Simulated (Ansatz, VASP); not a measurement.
NaSr2Sn3 in VASP and in Ansatz

```xyz
6
Lattice="6.9213 0.0000 0.0000 -3.4606 5.9940 0.0000 0.0000 0.0000 5.4423" Properties=species:S:1:pos:R:3 pbc="T T T"
Na    0.0000    0.0000    0.0000
Sr    0.0000    3.9960    0.0000
Sr    3.4606    1.9980    0.0000
Sn    3.4606    0.0000    2.7211
Sn    1.7303    2.9970    2.7211
Sn   -1.7303    2.9970    2.7211
```

Change from the starting cell: species swapped into the LaB2Ir3 type (P6/mmm, No. 191).

Alike in both runs: functional PBE; k mesh 3 × 3 × 4; occupations gaussian, width 0.1 eV; no spin polarisation.

Ansatz relaxed the structure, and its values are those at the end. VASP's run is a single point on that final structure, the one shown.

```csv
,VASP,Ansatz
version,VASP 6.6.1,Ansatz 0.2.0
potentials or method,"VASP PAW PBE potentials, release 64 (Na_pv, Sr_sv, Sn_d), cutoff 520 eV","scalar-relativistic, plane waves, PAW"
valence electrons in the cell,69,71
```

|  | VASP | Ansatz | Ansatz less VASP |
| --- | --- | --- | --- |
| gap on the k mesh at the Fermi level (eV) | none | none | - |
| pressure (GPa) | -0.2 | -0.2 | -0.01 |

A gap of «none» marks a metal or a gap that the smearing closes. VASP's potentials hold 69 valence electrons a cell and Ansatz's 71, so a difference there can come from the potentials and not from the codes.
